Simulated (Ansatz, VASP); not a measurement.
One calculation of As5S, two programs

The input INCAR:

```
SYSTEM = As5S
PREC = Accurate ; ENCUT = 520
EDIFF = 1E-6 ; ISMEAR = 0
SIGMA = 0.1 ; LREAL = .FALSE.
LASPH = .TRUE. ; NELM = 60
ALGO = Normal ; ISIF = 2
LWAVE = .FALSE. ; LCHARG = .TRUE.
GGA = PE ; LELF = .TRUE.
LVHAR = .TRUE. ; NBANDS = 24
```

The input KPOINTS:

```
Automatic mesh
0
G
  4 4 4
  0 0 0
```

The input POSCAR:

```
As5S
1.0
    0.0000000000      4.1574474100      4.1574474100
    4.1574474100      0.0000000000      4.1574474100
    4.1574474100      4.1574474100      0.0000000000
As S
5 1
Direct
    0.3750000000      0.3750000000      0.8750000000
    0.3750000000      0.8750000000      0.3750000000
    0.8750000000      0.3750000000      0.3750000000
    0.3750000000      0.3750000000      0.3750000000
    0.7500000000      0.7500000000      0.7500000000
    0.0000000000      0.0000000000      0.0000000000
```

Input for Ansatz:

```yaml
crystal:
  lattice:
    - [0.0, 4.15744741, 4.15744741]
    - [4.15744741, 0.0, 4.15744741]
    - [4.15744741, 4.15744741, 0.0]
  atoms:
    - { symbol: As, position: [0.375, 0.375, 0.875] }
    - { symbol: As, position: [0.375, 0.875, 0.375] }
    - { symbol: As, position: [0.875, 0.375, 0.375] }
    - { symbol: As, position: [0.375, 0.375, 0.375] }
    - { symbol: As, position: [0.75, 0.75, 0.75] }
    - { symbol: S, position: [0.0, 0.0, 0.0] }
basis:
  ecutwfc: 420
kpoints:
  mp_grid: { grid: [4, 4, 4] }
hamiltonian:
  xc: pbe
scf:
  occupations: { method: gaussian, width: 0.1 }
  lower_state_search: "off"
output:
  forces: true
  stress: true
  eigenvalues: true
```

Change from the starting cell: species swapped into the Be5Au type (F-43m, No. 216).

Alike in both runs: task single point; functional PBE; k mesh 4 × 4 × 4; occupations gaussian, width 0.1 eV; no spin polarisation.

```csv
,VASP,Ansatz
version,VASP 6.6.1,Ansatz 0.2.0
potentials or method,"VASP PAW PBE potentials, release 64 (As, S), cutoff 520 eV","scalar-relativistic, plane waves, PAW"
valence electrons in the cell,31,81
```

```tsv
	VASP	Ansatz	Ansatz less VASP
gap on the k mesh at the Fermi level (eV)	none	none	-
pressure (GPa)	-9.3	-9.3	+0.01
```

A gap of «none» marks a metal or a gap that the smearing closes. The functional is the same, so the differences come from potentials, cutoffs and numerics. VASP's potentials hold 31 valence electrons a cell and Ansatz's 81, so a difference there can come from the potentials and not from the codes.
